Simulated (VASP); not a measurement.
Set up this calculation in VASP 6.6.1, as the native input.

```yaml
Task: single point
Functional: PBE
Potentials_or_basis: VASP PAW PBE potentials, release 64 (Cd, Si, O)
Cutoff: 520 eV
k_mesh: 10 × 10 × 10
Occupations: gaussian, width 0.1 eV
Spin: no spin polarisation
Dipole_correction: no
Further_INCAR_settings: ALGO = Normal; EDIFF = 1e-07; NBANDS = 26
```

The structure of CdSi4O lies in POSCAR:

```
CdSi4O
1.0
    0.0000000000      3.6017496232      3.6017496232
    3.6017496232      0.0000000000      3.6017496232
    3.6017496232      3.6017496232      0.0000000000
Cd Si O
1 4 1
Direct
    0.5000000000      0.5000000000      0.5000000000
    0.6301580995      0.1232806335      0.1232806335
    0.1232806335      0.1232806335      0.1232806335
    0.1232806335      0.1232806335      0.6301580995
    0.1232806335      0.6301580995      0.1232806335
    0.7500000000      0.7500000000      0.7500000000
```

These files were run (other wordings do the same):

INCAR

```
SYSTEM = CdSi4O
PREC = Accurate ; ENCUT = 520
EDIFF = 1E-7 ; ISMEAR = 0
SIGMA = 0.1 ; LREAL = .FALSE.
LASPH = .TRUE. ; NELM = 80
ALGO = Normal ; ISIF = 2
LWAVE = .FALSE. ; LCHARG = .FALSE.
GGA = PE ; NBANDS = 26
```

KPOINTS

```
Automatic mesh
0
G
  10 10 10
  0 0 0
```

Potentials or basis: VASP PAW PBE potentials, release 64 (Cd, Si, O).

Launch:

```bash
$ cat potpaw_PBE.64/Cd/POTCAR potpaw_PBE.64/Si/POTCAR potpaw_PBE.64/O/POTCAR > POTCAR
$ mpirun -np 1 vasp_std > vasp.out
```

Results of the run:

The pressure is 0.1 GPa and the band gap on the k mesh is zero (band 17 reaches 7.14 eV, above the bottom of band 18 at 5.34 eV).

It took 76 s on 1 thread of Intel(R) Xeon(R) 6975P-C (Granite Rapids), with other jobs on the host, peak memory 0.3 GiB.
